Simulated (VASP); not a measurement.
A run of VASP 6.6.1 is set up as follows.

File INCAR:

```
ALGO = Normal
EDIFF = 1E-6
ENCUT = 520
GGA = PE
ISIF = 2
ISMEAR = 0
LASPH = True
LCHARG = True
LELF = True
LREAL = False
LVHAR = True
LWAVE = False
NBANDS = 15
NELM = 100
PREC = Accurate
SIGMA = 0.1
```

File KPOINTS:

```
k-points
0
Gamma
  12 12 16
```

File POSCAR:

```
BeN
1.0
    4.6897879854      0.0000000000      0.0000000000
   -2.3448939927      4.0614755337      0.0000000000
    0.0000000000      0.0000000000      3.0266312706
Be N
2 2
Direct
    0.3333333333      0.6666666667      0.5000000000
    0.6666666667      0.3333333333      0.5000000000
    0.3333333333      0.6666666667      0.0000000000
    0.6666666667      0.3333333333      0.0000000000
```

Potentials or basis: VASP PAW PBE potentials, release 64 (Be, N).

The run is started by

```sh
$ cat potpaw_PBE.64/Be/POTCAR potpaw_PBE.64/N/POTCAR > POTCAR
$ mpirun -np 1 vasp_std > vasp.out
```

(1) Estimate the band gap on the k mesh.

(2) What does it give for the pressure?

## Answers

(1) zero (band 7 reaches 0.59 eV, above the bottom of band 8 at -0.63 eV).

(2) -0.2 GPa.
